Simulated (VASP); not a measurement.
Write the native input for VASP 6.6.1 that does the following.

* Task: single point
* Functional: PBEsol
* Potentials or basis: VASP PAW PBE potentials, release 64 (Ga_d)
* Cutoff: 520 eV
* k mesh: 14 × 14 × 4
* Occupations: fermi-dirac, width 0.1 eV
* Spin: no spin polarisation
* Dipole correction: no
* Further INCAR settings: ALGO = Normal; EDIFF = 1e-06; NBANDS = 34

The structure of Ga lies in POSCAR:

```
Ga
1.0
    2.9715819090      0.0000000000      0.0000000000
   -1.4857909545      2.5734654226      0.0000000000
    0.0000000000      0.0000000000      9.6564572626
Ga
4
Direct
    0.0000000000      0.0000000000      1.0000000000
    1.0000000000      1.0000000000      0.5000000000
    0.3333333333      0.6666666667      0.2500000000
    0.6666666667      0.3333333333      0.7500000000
```

This isn't the form of Ga at room conditions, which is orthorhombic.

One way to write it, as run:

INCAR

```
PREC = Accurate ; ENCUT = 520
EDIFF = 1E-6 ; ISMEAR = -1
SIGMA = 0.1 ; LREAL = F
LASPH = T ; NELM = 100
ALGO = Normal ; ISIF = 2
LWAVE = F ; LCHARG = F
GGA = PS ; NBANDS = 34
```

KPOINTS

```
Automatic mesh
0
Gamma
  14 14 4
```

Potentials or basis: VASP PAW PBE potentials, release 64 (Ga_d).

Command:

```sh
$ cat potpaw_PBE.64/Ga_d/POTCAR > POTCAR
$ mpirun -np 1 vasp_std > vasp.out
```

It gave:

* Pressure: -2.0 GPa
* Band gap on the k mesh: zero (bands 26 and 27 overlap by 5.77 eV)

Caveat: the PAW data sets were made with another functional, which shifts forces and pressure a little.

Run time: 2.3 min on 1 thread of Intel(R) Xeon(R) Platinum 8488C (Sapphire Rapids) (shared host), peak memory 0.27 GiB.
